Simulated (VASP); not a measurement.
A run of VASP 6.6.1:

The input POSCAR:

```
ZnS
1.0
    5.3890263884      0.0000000000      0.0000000000
    0.0000000000     -5.3890263884      0.0000000000
    0.0000000000      0.0000000000     -5.3890263884
Zn S
4 4
Direct
    0.0049204629      0.0049204629      0.0000000000
    0.5000000000      0.5000000000      0.0000000000
    0.5000000000      0.0000000000      0.5000000000
    0.0000000000      0.5000000000      0.5000000000
    0.7500000000      0.7500000000      0.7500000000
    0.2500000000      0.2500000000      0.7500000000
    0.2500000000      0.7500000000      0.2500000000
    0.7500000000      0.2500000000      0.2500000000
```

Contents of INCAR.step1:

```
SYSTEM = ZnS
  PREC = Accurate
  ENCUT = 520
  ISMEAR = 0
  SIGMA = 0.05
  LREAL = .False.
  LASPH = .True.
  NELM = 80
  NBANDS = 46
  GGA = PE
  ALGO = Normal
  EDIFF = 1E-4
  LWAVE = .True.
  LCHARG = .False.
```

Contents of INCAR.step2:

```
SYSTEM = ZnS
  PREC = Accurate
  ENCUT = 520
  EDIFF = 1E-6
  ISMEAR = 0
  SIGMA = 0.05
  LREAL = .False.
  LASPH = .True.
  NELM = 80
  ALGO = Normal
  ISIF = 2
  LWAVE = .False.
  LCHARG = .False.
  METAGGA = R2SCAN
  LMIXTAU = .True.
  NBANDS = 46
  ISTART = 1
```

File KPOINTS:

```
regular mesh
0
Gamma
  4 4 4
  0 0 0
```

Potentials or basis: VASP PAW PBE potentials, release 64 (Zn, S).

Launch:

```console
$ cat potpaw_PBE.64/Zn/POTCAR potpaw_PBE.64/S/POTCAR > POTCAR
$ cp INCAR.step1 INCAR
$ mpirun -np 1 vasp_std > vasp.out
$ cp INCAR.step2 INCAR
$ mpirun -np 1 vasp_std > vasp.out
```

Hardware: 1 thread of Intel(R) Xeon(R) 6975P-C (Granite Rapids) (shared host).

Question: Estimate the wall time of this run.

Answer: Wall time 3.8 min on 1 thread of Intel(R) Xeon(R) 6975P-C (Granite Rapids), on a shared host, peak memory 0.33 GiB. Counts: k points 24.
